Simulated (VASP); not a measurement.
# Cu26W (a cell with a defect) in VASP: single point with PBE

Aim: the single point of Cu26W (a cell with a defect) with PBE.

Everything below comes from runs of VASP 6.6.1. Logs are shortened: lines on timing, memory, paths and dates and some standing lists are left out, and cuts for length are marked.

**1. The cell of the first run**

The cell holds a defect, 27 atoms: a = 7.700 Å, b = 7.700 Å, c = 7.700 Å, α = 60.00°, β = 60.00°, γ = 60.00°.

**2. Single point, PBE**

INCAR

```
SYSTEM = Cu26W
ALGO = Normal ; EDIFF = 1E-7
ENCUT = 520 ; GGA = PE
ISIF = 2 ; ISMEAR = 1
LASPH = .TRUE. ; LCHARG = .FALSE.
LREAL = Auto ; LWAVE = .FALSE.
NBANDS = 169 ; NELM = 80
PREC = Accurate ; SIGMA = 0.1
```

KPOINTS

```
k-points
0
G
  4 4 4
  0 0 0
```

POSCAR

```
Cu26W
1.0
    0.0000000000      5.4445723423      5.4445723423
    5.4445723423      0.0000000000      5.4445723423
    5.4445723423      5.4445723423      0.0000000000
W Cu
1 26
Direct
    0.0000000000      0.0000000000      0.0000000000
    0.0000000000      0.0000000000      0.3359707677
    0.0000000000      0.0000000000      0.6640292323
    0.0000000000      0.3359707677      0.0000000000
    0.0000541336      0.3333152888      0.3333152888
    0.0000000000      0.3359707677      0.6640292323
    0.0000000000      0.6640292323      0.0000000000
    0.0000000000      0.6640292323      0.3359707677
   -0.0000541336      0.6666847112      0.6666847112
    0.3359707677      0.0000000000      0.0000000000
    0.3333152888      0.0000541336      0.3333152888
    0.3359707677      0.0000000000      0.6640292323
    0.3333152888      0.3333152888      0.0000541336
    0.3333152888      0.3333152888      0.3333152888
    0.3339763865      0.3339763865      0.6660236135
    0.3359707677      0.6640292323      0.0000000000
    0.3339763865      0.6660236135      0.3339763865
    0.3339763865      0.6660236135      0.6660236135
    0.6640292323      0.0000000000      0.0000000000
    0.6640292323      0.0000000000      0.3359707677
    0.6666847112     -0.0000541336      0.6666847112
    0.6640292323      0.3359707677      0.0000000000
    0.6660236135      0.3339763865      0.3339763865
    0.6660236135      0.3339763865      0.6660236135
    0.6666847112      0.6666847112     -0.0000541336
    0.6660236135      0.6660236135      0.3339763865
    0.6666847112      0.6666847112      0.6666847112
```

Potentials or basis: VASP PAW PBE potentials, release 64 (W_sv, Cu).

Started as:

```bash
> cat potpaw_PBE.64/W_sv/POTCAR potpaw_PBE.64/Cu/POTCAR > POTCAR
> mpirun -np 1 vasp_std > vasp.out
```

OUTCAR:

```text
SYSTEM = Cu26W
   EDIFF = 1E-7
   ENCUT = 520
   GGA = PE
   ISIF = 2
   ISMEAR = 1
   LASPH = .TRUE.
   LREAL = Auto
   NELM = 80
   PREC = Accurate

 ion  position               nearest neighbor table
   1  0.000  0.000  0.000-   2 2.59   3 2.59   4 2.59   6 2.59   7 2.59   8 2.59  10 2.59  12 2.59
                            16 2.59  19 2.59  20 2.59  22 2.59
   2  0.000  0.000  0.336-   3 2.53   9 2.56  21 2.56  11 2.56   5 2.56  17 2.57  23 2.57   1 2.59
                             8 2.59  20 2.59   4 2.59  10 2.59
   3  0.000  0.000  0.664-   2 2.53   5 2.56  11 2.56   9 2.56  21 2.56  18 2.57  24 2.57  12 2.59
                             7 2.59  19 2.59   1 2.59   6 2.59
   4  0.000  0.336  0.000-   7 2.53   9 2.56  25 2.56  13 2.56   5 2.56  23 2.57  15 2.57   6 2.59
                             2 2.59  22 2.59   1 2.59  10 2.59
   5  0.000  0.333  0.333-   8 2.56   6 2.56   7 2.56   3 2.56   4 2.56   2 2.56  11 2.57  13 2.57
                            14 2.57  24 2.57  26 2.57  23 2.57
   6  0.000  0.336  0.664-   8 2.53   9 2.56   5 2.56  14 2.56  27 2.56  24 2.57  15 2.57   1 2.59
                             3 2.59  22 2.59   4 2.59  12 2.59
   7  0.000  0.664  0.000-   4 2.53   5 2.56  13 2.56   9 2.56  25 2.56  18 2.57  26 2.57  16 2.59
                             8 2.59  19 2.59   1 2.59   3 2.59
   8  0.000  0.664  0.336-   6 2.53   5 2.56   9 2.56  14 2.56  27 2.56  26 2.57  17 2.57  16 2.59
                             7 2.59  20 2.59   1 2.59   2 2.59
   9  1.000  0.667  0.667-   6 2.56   8 2.56   2 2.56   4 2.56   7 2.56   3 2.56  21 2.57  25 2.57
[... 23 lines left out ...]
  21  0.667  1.000  0.667-  12 2.56  20 2.56   2 2.56  10 2.56  19 2.56   3 2.56   9 2.57  25 2.57
                            27 2.57  15 2.57  23 2.57  24 2.57
  22  0.664  0.336  0.000-  16 2.53  13 2.56  25 2.56  14 2.56  27 2.56  23 2.57  24 2.57  20 2.59
                             1 2.59   4 2.59   6 2.59  19 2.59
  23  0.666  0.334  0.334-  15 2.56  17 2.56  24 2.56  26 2.56  14 2.57  25 2.57  21 2.57   5 2.57
                            22 2.57   4 2.57  20 2.57   2 2.57
  24  0.666  0.334  0.666-  15 2.56  18 2.56  23 2.56  26 2.56  27 2.57  13 2.57   5 2.57  21 2.57
                            22 2.57   3 2.57  19 2.57   6 2.57
  25  0.667  0.667  1.000-  16 2.56  22 2.56   4 2.56  10 2.56  19 2.56   7 2.56  21 2.57   9 2.57
                            27 2.57  23 2.57  17 2.57  26 2.57
  26  0.666  0.666  0.334-  17 2.56  18 2.56  23 2.56  24 2.56  27 2.57  11 2.57   5 2.57  25 2.57
                             8 2.57   7 2.57  19 2.57  20 2.57
  27  0.667  0.667  0.667-   6 2.56   8 2.56  12 2.56  16 2.56  20 2.56  22 2.56  21 2.57   9 2.57
                            25 2.57  24 2.57  18 2.57  26 2.57

  LATTYP: Found a face centered cubic cell.
 ALAT       =    10.8891446846

  Lattice vectors:

 A1 = (   0.0000000000,   5.4445723423,   5.4445723423)
 A2 = (   5.4445723423,   0.0000000000,   5.4445723423)
 A3 = (   5.4445723423,   5.4445723423,   0.0000000000)

Analysis of symmetry for initial positions (statically):
=====================================================================
 Subroutine PRICEL returns:
 Original cell was already a primitive cell.

 Routine SETGRP: Setting up the symmetry group for a
 face centered cubic supercell.

 Subroutine GETGRP returns: Found 48 space group operations
 (whereof 48 operations were pure point group operations)
 out of a pool of 48 trial point group operations.

The static configuration has the point symmetry O_h .

Analysis of symmetry for dynamics (positions and initial velocities):
=====================================================================
 Subroutine PRICEL returns:
 Original cell was already a primitive cell.

 Routine SETGRP: Setting up the symmetry group for a
 face centered cubic supercell.

 Subroutine GETGRP returns: Found 48 space group operations
 (whereof 48 operations were pure point group operations)
 out of a pool of 48 trial point group operations.

The dynamic configuration has the point symmetry O_h .

 Subroutine INISYM returns: Found 48 space group operations
 (whereof 48 operations are pure point group operations),
 and found     1 'primitive' translations

----------------------------------------------------------------------------------------

                                     Primitive cell

  volume of cell :     322.7909

  direct lattice vectors                    reciprocal lattice vectors
     0.000000000  5.444572342  5.444572342    -0.091834577  0.091834577  0.091834577
     5.444572342  0.000000000  5.444572342     0.091834577 -0.091834577  0.091834577
     5.444572342  5.444572342  0.000000000     0.091834577  0.091834577 -0.091834577

  length of vectors
     7.699788048  7.699788048  7.699788048     0.159062154  0.159062154  0.159062154
[... 72 lines left out ...]
     0.022958644 -0.022958644  0.022958644     0.000000000  0.250000000  0.000000000
     0.022958644  0.022958644 -0.022958644     0.000000000  0.000000000  0.250000000

  Length of vectors
     0.039765538  0.039765538  0.039765538

  Shift w.r.t. Gamma in fractional coordinates (k-lattice)
     0.000000000  0.000000000  0.000000000

 Subroutine IBZKPT returns following result:
 ===========================================

 Found      8 irreducible k-points:

 Following reciprocal coordinates:
            Coordinates               Weight
  0.000000  0.000000  0.000000      1.000000
  0.250000  0.000000  0.000000      8.000000
  0.500000  0.000000  0.000000      4.000000
  0.250000  0.250000  0.000000      6.000000
  0.500000  0.250000  0.000000     24.000000
 -0.250000  0.250000  0.000000     12.000000
  0.500000  0.500000  0.000000      3.000000
 -0.250000  0.500000  0.250000      6.000000
   k-points           NKPTS =      8   k-points in BZ     NKDIM =      8   number of bands    NBANDS=    169
   number of dos      NEDOS =    301   number of ions     NIONS =     27
   total plane-waves  NPLWV = 216000
   dimension x,y,z NGX =    60 NGY =   60 NGZ =   60
   dimension x,y,z NGXF=   120 NGYF=  120 NGZF=  120
   ions per type =               1  26
   NGX,Y,Z   is equivalent  to a cutoff of  12.95, 12.95, 12.95 a.u.
   NGXF,Y,Z  is equivalent  to a cutoff of  25.91, 25.91, 25.91 a.u.
 SYSTEM =  Cu26W
   PREC   = accura    normal or accurate (medium, high low for compatibility)
   ISTART =      0    job   : 0-new  1-cont  2-samecut
   ICHARG =      2    charge: 1-file 2-atom 10-const
   ISPIN  =      1    spin polarized calculation?
   LNONCOLLINEAR =      F non collinear calculations
   LSORBIT =      F    spin-orbit coupling
   LASPH  =      T    aspherical Exc in radial PAW
   ENCUT  =  520.0 eV  38.22 Ry    6.18 a.u.  14.32 14.32 14.32*2*pi/ulx,y,z
   NELM   =     80;   NELMIN=  2; NELMDL= -5     # of ELM steps
   EDIFF  = 0.1E-06   stopping-criterion for ELM
   LREAL  =      T    real-space projection
   EDIFFG = 0.1E-05   stopping-criterion for IOM
   NSW    =      0    number of steps for IOM
   IBRION =     -1    ionic relax: 0-MD 1-quasi-New 2-CG
   NFREE  =      0    steps in history (QN), initial steepest desc. (CG)
   ISIF   =      2    stress and relaxation
   ISYM   =      2    0-nonsym 1-usesym 2-fastsym
   POTIM  = 0.5000    time-step for ionic-motion
   TEBEG  =    0.0;   TEEND  =   0.0 temperature during run
   PSTRESS=    0.0 pullay stress
   NELECT =     300.0000    total number of electrons
   NUPDOWN=      -1.0000    fix difference up-down
   EMIN   =  10.00;   EMAX   =-10.00  energy-range for DOS
   EFERMI =   0.00;   METHOD = LEGACY
   ISMEAR =     1;   SIGMA  =   0.10  broadening in eV -4-tet -1-fermi 0-gaus
   EFERMI_NEDOS =   21; number of points for ismear=-14 and -15
   IALGO  =     38    algorithm
   IMIX   =      4    mixing-type and parameters
     AMIX     =   0.40;   BMIX     =  1.00
     AMIX_MAG =   1.60;   BMIX_MAG =  1.00
  volume/ion in A,a.u.               =      11.96        80.68
  Fermi-wavevector in a.u.,A,eV,Ry     =   1.597625  3.019073 34.727581  2.552405
  Thomas-Fermi vector in A             =   2.695202
   LORBIT       =      0    0 simple, 1 ext, 2 COOP (PROOUT), +10 PAW based schemes
   GGA     = PE    functional components
   LHFCALC =     F    Hartree Fock is set to
   AEXX    =    0.0000 exact exchange contribution
   IVDW    =     0    specifies the selected vdW correction
   LEPSILON=     F    determine dielectric tensor
   LRPA    =     F    only Hartree local field effects (RPA)
 non-spin polarized calculation
 Methfessel and Paxton  Order N= 1 SIGMA  =   0.10
  energy-cutoff  :      520.00
  volume of cell :      322.79
 maximum number of plane-waves:      8728
 NGX is ok and might be reduce to    60
   NGX = 29   NGY = 29   NGZ = 29

 number of electron     299.9999963 magnetization

 Free energy of the ion-electron system (eV)
  ---------------------------------------------------
  ext. energy  EPLUGINS =         0.00000000
  ---------------------------------------------------
  free energy    TOTEN  =      -107.29716722 eV

  energy without entropy =     -107.27864616  energy(sigma->0) =     -107.29099354

 E-fermi :   7.8056     XC(G=0): -12.7768

 val. band max:        7.8022788588   @ k =   0.2500   0.2500   0.0000
 cond. band min:       7.8321875604   @ k =   0.5000   0.2500   0.0000
 fundamental gap:      0.0299087016
 Fermi energy:         7.8055927987

 k-point     1 :       0.0000    0.0000    0.0000
  band No.  band energies     occupation
      1     -66.3371      2.00000
      2     -30.5633      2.00000
      3     -30.5633      2.00000
      4     -30.5633      2.00000
      5      -1.5950      2.00000
      6       1.6359      2.00000
[... 1309 lines left out ...]
    161       9.9493      0.00000
    162      10.1269      0.00000
 [bands above 162 left out]

------------------------ aborting loop because EDIFF is reached ----------------------------------------

  FORCE on cell =-STRESS in cart. coord.  units (eV):
  Direction    XX          YY          ZZ          XY          YZ          ZX
  --------------------------------------------------------------------------------------
  -------------------------------------------------------------------------------------
  Total        6.4540847      6.4540847      6.4540847      0.0000000      0.0000000      0.0000000
  in kB       32.0349411     32.0349411     32.0349411      0.0000000      0.0000000      0.0000000
  external PRESSURE =      32.0349411 kB  Pullay stress =       0.0000000 kB

 VOLUME and BASIS-vectors are now :
 -----------------------------------------------------------------------------
  energy-cutoff  :      520.00
  volume of cell :      322.79
      direct lattice vectors                 reciprocal lattice vectors
     0.000000000  5.444572342  5.444572342    -0.091834577  0.091834577  0.091834577
     5.444572342  0.000000000  5.444572342     0.091834577 -0.091834577  0.091834577
     5.444572342  5.444572342  0.000000000     0.091834577  0.091834577 -0.091834577

 POSITION                                       TOTAL-FORCE (eV/Angst)
 -----------------------------------------------------------------------------------
      0.00000      0.00000      0.00000         0.000000      0.000000     -0.000000
      1.82922      1.82922      0.00000         0.007980      0.007980     -0.000000
      3.61536      3.61536      0.00000        -0.007980     -0.007980     -0.000000
      1.82922      0.00000      1.82922         0.007980      0.000000      0.007980
      3.62952      1.81505      1.81505        -0.001094      0.001094      0.001094
      5.44457      3.61536      1.82922         0.000000     -0.007980      0.007980
[... 19 lines left out ...]
      5.44457      5.44457      7.25243         0.000000      0.000000      0.001975
      7.25963      7.25963      7.25963         0.001094      0.001094      0.001094
 -----------------------------------------------------------------------------------
    total drift:                                0.000000      0.000000     -0.000000

  FREE ENERGIE OF THE ION-ELECTRON SYSTEM (eV)
  ---------------------------------------------------
  free  energy   TOTEN  =      -107.2971672244 eV

  energy  without entropy=     -107.2786461633  energy(sigma->0) =     -107.29099354
```

Wall time 20 min (1 thread of Intel Xeon Platinum 8488C (Sapphire Rapids), shared host); peak memory 0.66 GiB.

Results:

| Property | Result |
| --- | --- |
| Free energy | -107.2972 eV |
| Pressure | 3.2 GPa |
| Largest force | 0.011 eV/Å |
| Band gap on the k mesh | zero (band 150 reaches 7.86 eV, above the bottom of band 151 at 7.68 eV) |

Forces on the atoms (eV/Å):
```
W    0.000  0.000  0.000
Cu   0.008  0.008  0.000
Cu  -0.008 -0.008  0.000
Cu   0.008  0.000  0.008
Cu  -0.001  0.001  0.001
Cu   0.000 -0.008  0.008
Cu  -0.008  0.000 -0.008
Cu   0.000  0.008 -0.008
Cu   0.001 -0.001 -0.001
Cu   0.000  0.008  0.008
Cu   0.001 -0.001  0.001
Cu  -0.008  0.000  0.008
Cu   0.001  0.001 -0.001
Cu  -0.001 -0.001 -0.001
Cu   0.000  0.000 -0.002
Cu  -0.008  0.008  0.000
Cu   0.000 -0.002  0.000
Cu   0.002  0.000  0.000
Cu   0.000 -0.008 -0.008
Cu   0.008  0.000 -0.008
Cu  -0.001  0.001 -0.001
Cu   0.008 -0.008  0.000
Cu  -0.002  0.000  0.000
Cu   0.000  0.002  0.000
Cu  -0.001 -0.001  0.001
Cu   0.000  0.000  0.002
Cu   0.001  0.001  0.001
```

Levels at points of the mesh, in eV from the Fermi level:
```tsv
k point	band 148	band 149	band 150	band 151	band 152	band 153
(0.00, 0.00, 0.00)	-1.82	-1.82	-0.13	-0.13	-0.13	0.37
(0.50, 0.00, 0.00)	-0.41	-0.41	0.06	0.06	0.08	0.46
(0.50, 0.50, 0.00)	-0.13	-0.13	-0.09	0.14	0.14	0.39
```

Caveat: spin-orbit coupling is left out, which moves the levels of the heavy elements.
